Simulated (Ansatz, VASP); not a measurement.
## AlN: VASP beside Ansatz

INCAR

```
PREC     = Accurate       # precision mode
ENCUT    = 520            # plane-wave cutoff, eV
EDIFF    = 1E-7           # SCF threshold, eV
ISMEAR   = 0              # smearing method
SIGMA    = 0.05           # smearing width, eV
LREAL    = False          # projectors in reciprocal space
LASPH    = True           # aspherical terms in the spheres
NELM     = 100            # most SCF steps
ALGO     = Normal         # electronic algorithm
ISIF     = 2              # what is computed and relaxed
LWAVE    = False          # write WAVECAR
LCHARG   = False          # write CHGCAR
GGA      = PS             # functional
NBANDS   = 16             # bands
```

Contents of KPOINTS:

```
Automatic mesh
0
Gamma
  9 9 6
```

Contents of POSCAR:

```
AlN
1.0
    3.1110021516      0.0000000000      0.0000000000
   -1.5555010758      2.6942068945      0.0505163793
    0.0000000000      0.0933375000      4.9780000000
Al N
2 2
Direct
    0.3333333333      0.6666666667      0.0000000000
    0.6666666667      0.3333333333      0.5000000000
    0.3333333333      0.6666666667      0.3850000000
    0.6666666667      0.3333333333      0.8850000000
```

Input for Ansatz:

```yaml
crystal:
  lattice:
    - [3.1110021516, 0.0, 0.0]
    - [-1.5555010758, 2.6942068945, 0.0505163793]
    - [0.0, 0.0933375, 4.978]
  atoms:
    - { symbol: Al, position: [0.3333333333, 0.6666666667, 0.0] }
    - { symbol: Al, position: [0.6666666667, 0.3333333333, 0.5] }
    - { symbol: "N", position: [0.3333333333, 0.6666666667, 0.385] }
    - { symbol: "N", position: [0.6666666667, 0.3333333333, 0.885] }
basis:
  ecutwfc: 420
kpoints:
  mp_grid: { grid: [9, 9, 6] }
hamiltonian:
  xc: pbesol
scf:
  occupations: { method: gaussian, width: 0.05 }
output:
  forces: true
  stress: true
  eigenvalues: true
```

Change from the starting cell: strain +0.0375 x Voigt [0, 0, 0, 1, 0, 0], atoms carried along.

Alike in both runs: task single point; functional PBEsol; k mesh 9 × 9 × 6; occupations gaussian, width 0.05 eV; no spin polarisation.

|  | VASP | Ansatz |
| --- | --- | --- |
| version | VASP 6.6.1 | Ansatz 0.2.0 |
| potentials or method | VASP PAW PBE potentials, release 64 (Al, N), cutoff 520 eV | scalar-relativistic, plane waves, PAW |
| valence electrons in the cell | 16 | 16 |

|  | VASP | Ansatz | Ansatz less VASP |
| --- | --- | --- | --- |
| gap on the k mesh at the Fermi level (eV) | 4.04 | 4.03 | -0.016 |
| least direct gap on the mesh (eV) | 4.04 | 4.03 | -0.016 |
| pressure (GPa) | 0.6 | 0.7 | +0.02 |
| traceless stress, the component that is largest in VASP (GPa) | -4.79 | -4.76 | +0.035 |
| rms of the force components (eV/Å) | 0.161 | 0.159 | -0.0021 |

VASP's potentials were made for PBE, not for PBEsol. Atom by atom the forces differ by 0.002 eV/Å (rms over components).
